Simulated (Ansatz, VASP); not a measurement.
## Two plane-wave programs on HfH

INCAR

```
SYSTEM = HfH
PREC = Accurate
ENCUT = 600
EDIFF = 1E-7
ISMEAR = 0
SIGMA = 0.1
LREAL = .FALSE.
LASPH = .TRUE.
NELM = 100
ALGO = Normal
ISIF = 3
LWAVE = .FALSE.
LCHARG = .FALSE.
GGA = PE
IBRION = 2
NSW = 100
EDIFFG = -0.01
```

KPOINTS

```
regular mesh
0
G
  18 18 18
  0 0 0
```

POSCAR

```
HfH
1.0
    2.9209231169      0.0000000000      0.0000000000
    0.0000000000      2.9209231169      0.0000000000
    0.0000000000      0.0000000000      2.9209231169
Hf H
1 1
Direct
    0.5000000000      0.5000000000      0.5000000000
    0.0000000000      0.0000000000      0.0000000000
```

Input for Ansatz:

```yaml
crystal:
  lattice:
    - [2.9209231169, 0.0, 0.0]
    - [0.0, 2.9209231169, 0.0]
    - [0.0, 0.0, 2.9209231169]
  atoms:
    - { symbol: Hf, position: [0.5, 0.5, 0.5] }
    - { symbol: H, position: [0.0, 0.0, 0.0] }
basis:
  ecutwfc: 420
kpoints:
  mp_grid: { grid: [18, 18, 18] }
hamiltonian:
  xc: pbe
scf:
  occupations: { method: gaussian, width: 0.1 }
output:
  forces: true
  stress: true
  eigenvalues: true
  write_density: true
  write_potential: true
  elf: true
  volumetric_format: npy
relax:
  adjacent_minimum: "off"
  f_tol: 0.01
  max_steps: 80
  cell: { stress_tol: 0.05 }
```

Change from the starting cell: species swapped into the TiNi type (Pm-3m, No. 221).

Alike in both runs: task relaxation of cell and atoms; functional PBE; k mesh 18 × 18 × 18; occupations gaussian, width 0.1 eV; no spin polarisation.

|  | VASP | Ansatz |
| --- | --- | --- |
| version | VASP 6.6.1 | Ansatz 0.2.0 |
| potentials or method | VASP PAW PBE potentials, release 64 (Hf_pv, H), cutoff 600 eV | scalar-relativistic, plane waves, PAW |
| valence electrons in the cell | 11 | 27 |

```csv
,VASP,Ansatz,Ansatz less VASP
"gap on the k mesh at the Fermi level, each at its own relaxed structure (eV)",none,none,-
relaxed volume (Å³/atom),12.20,12.25,+0.057
relaxed cell length with the largest relative difference (Å),2.900,2.905,+0.0045
```

A gap of «none» marks a metal or a gap that the smearing closes. VASP's potentials hold 11 valence electrons a cell and Ansatz's 27, so a difference there can come from the potentials and not from the codes.

Neither program's run includes spin-orbit coupling.
